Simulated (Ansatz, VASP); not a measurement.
**Two plane-wave programs on Cd**

Contents of INCAR:

```
SYSTEM = Cd
  PREC = Accurate
  ENCUT = 520
  EDIFF = 1E-6
  ISMEAR = -1
  SIGMA = 0.1
  LREAL = .False.
  LASPH = .True.
  NELM = 60
  ALGO = Normal
  ISIF = 2
  LWAVE = .False.
  LCHARG = .True.
  GGA = B5
  ALDAX = 1.0
  AGGAX = 1.0
  AGGAC = 1.0
  ALDAC = 0.0
  LELF = .True.
  LVHAR = .True.
  NBANDS = 19
```

The input KPOINTS:

```
regular mesh
0
Gamma
  13 13 9
  0 0 0
```

POSCAR

```
Cd
1.0
   -3.2825988603      3.1763352728      1.6445006415
    3.1763352728     -3.2825988603      1.6445006415
    3.1775394654      3.1775394654     -1.8391225966
Cd
2
Direct
    0.9967861260      0.0032138740      1.0000000000
    0.7532138740      0.2467861260      0.5000000000
```

Input for Ansatz:

```yaml
crystal:
  lattice:
    - [-3.2825988603, 3.1763352728, 1.6445006415]
    - [3.1763352728, -3.2825988603, 1.6445006415]
    - [3.1775394654, 3.1775394654, -1.8391225966]
  atoms:
    - { symbol: Cd, position: [0.996786126, 0.003213874, 1.0] }
    - { symbol: Cd, position: [0.753213874, 0.246786126, 0.5] }
hamiltonian:
  xc: blyp
  pseudopotentials:
    kind: paw
    azcp:
      Cd: "pseudopotentials/Cd.paw.azcp"
basis:
  ecutwfc: 420
  fft_grid_basis: typed
kpoints:
  mp_grid: { grid: [13, 13, 9], shift: [0, 0, 0] }
magnetization:
  spin_polarized: false
scf:
  occupations: { method: fermi_dirac, width: 0.1 }
  lower_state_search: "off"
output:
  stress: true
  write_density: true
  write_potential: true
  elf: true
  volumetric_format: npy
```

Alike in both runs: task single point; functional BLYP; k mesh 13 × 13 × 9; occupations fermi-dirac, width 0.1 eV; no spin polarisation.

|  | VASP | Ansatz |
| --- | --- | --- |
| version | VASP 6.6.1 | Ansatz 0.2.0 |
| potentials or method | VASP PAW PBE potentials, release 64 (Cd), cutoff 520 eV | plane waves (420 eV) with PAW, scalar-relativistic |
| valence electrons in the cell | 24 | 40 |

VASP gave:

| Quantity | Value |
| --- | --- |
| pressure (GPa) | -1.1 |
| traceless stress, the component that is largest in VASP (GPa) | -0.09 |

Q: What did Ansatz give for the same quantities?

A: Pressure (GPa): -1.2; traceless stress, the component that is largest in VASP (GPa): -0.08.

VASP's potentials were made for PBE, not for BLYP. VASP's potentials hold 24 valence electrons a cell and Ansatz's 40, so a difference there can come from the potentials and not from the codes.
